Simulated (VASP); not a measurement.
**TlCl: vibrations by perturbation theory with LDA**

Crystal: TlCl.

```xyz
2
Lattice="3.6695 0.0000 0.0000 0.0000 3.6695 0.0000 0.0000 0.0000 3.6695" Properties=species:S:1:pos:R:3 pbc="T T T"
Tl    0.0000    0.0000    0.0000
Cl    1.8348    1.8348    1.8348
```

```
Program                : VASP 6.6.1
Task                   : vibrations by perturbation theory
Functional             : LDA
Potentials or basis    : VASP PAW LDA potentials, release 64 (Tl_d, Cl)
Cutoff                 : 500 eV
k mesh                 : 8 × 8 × 8
Occupations            : gaussian, width 0.01 eV
Spin                   : no spin polarisation
Dipole correction      : no
Further INCAR settings : ALGO = Normal; EDIFF = 1e-08; IBRION = 8; NSW = 1
```

```yaml
Electronic_dielectric_tensor_diagonal: 6.67
Born_charges_mean_of_the_diagonal: Tl +2.20; Cl -2.20 e
Highest_phonon_frequency_at_Γ_LO-TO_splitting_left_out: 73 cm⁻¹
```

Phonon frequencies in cm⁻¹ (negative: imaginary):
```
              q point     frequencies
(0.000, 0.000, 0.000)  0 0 0 73 73 73
```

Electronic dielectric tensor:
```
6.67 0.00 0.00
0.00 6.67 0.00
0.00 0.00 6.67
```

Born effective charge tensors (e):
atom 1, Tl
```
2.20 0.00 0.00
0.00 2.20 0.00
0.00 0.00 2.20
```
atom 2, Cl
```
-2.20  0.00  0.00
 0.00 -2.20  0.00
 0.00  0.00 -2.20
```

It took 3.1 min on 1 thread of Intel(R) Xeon(R) Platinum 8488C (Sapphire Rapids) (shared host), peak memory 0.26 GiB.
